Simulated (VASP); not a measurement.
Input of a VASP 6.6.1 run:

Contents of INCAR:

```
SYSTEM = C
PREC = Accurate
ENCUT = 520
EDIFF = 1E-7
ISMEAR = 0
SIGMA = 0.05
LREAL = Auto
LASPH = .True.
NELM = 100
ALGO = Normal
ISIF = 2
LWAVE = .False.
LCHARG = .False.
GGA = PE
NBANDS = 43
```

Contents of KPOINTS:

```
regular mesh
0
Gamma
  6 6 6
  0 0 0
```

The input POSCAR:

```
C
1.0
    3.5715485858      0.0000000000     -3.5715485858
    0.0000000000      3.5715485858     -3.5715485858
    3.5715485858      3.5715485858      0.0000000000
C
15
Direct
    0.2500000000      0.2500000000      0.2500000000
    0.2500000000      0.7500000000      0.7500000000
    0.2500000000      0.7500000000      0.2500000000
    0.7500000000      0.2500000000      0.7500000000
    0.7500000000      0.2500000000      0.2500000000
    0.7500000000      0.7500000000      0.7500000000
    0.7500000000      0.7500000000      0.2500000000
    0.1250000000      0.1250000000      0.1250000000
    0.1250000000      0.1250000000      0.6250000000
    0.1250000000      0.6250000000      0.1250000000
    0.0693680119      0.6718750000      0.6293784940
    0.6250000000      0.1250000000      0.1250000000
    0.6250000000      0.1250000000      0.6250000000
    0.6250000000      0.6250000000      0.1250000000
    0.6250000000      0.6250000000      0.6250000000
```

Potentials or basis: VASP PAW PBE potentials, release 64 (C).

Run with:

```bash
$ cat potpaw_PBE.64/C/POTCAR > POTCAR
$ mpirun -np 1 vasp_std > vasp.out
```

Q: What does it give for the band gap on the k mesh?

A: Zero (bands 30 and 31 overlap by 1.72 eV).

Q: Estimate the largest force.

A: 9.994 eV/Å.

Q: Estimate the pressure.

A: -0.2 GPa.

Stress tensor (GPa, compression positive):
```
 0.99 -7.05 -1.38
-7.05  0.99  1.38
-1.38  1.38 -2.64
```

Caveat: the cell differs from its parent crystal (atoms taken out, atom 11 moved -0.125 of the way to it and +0.175 Å across, host rigid).
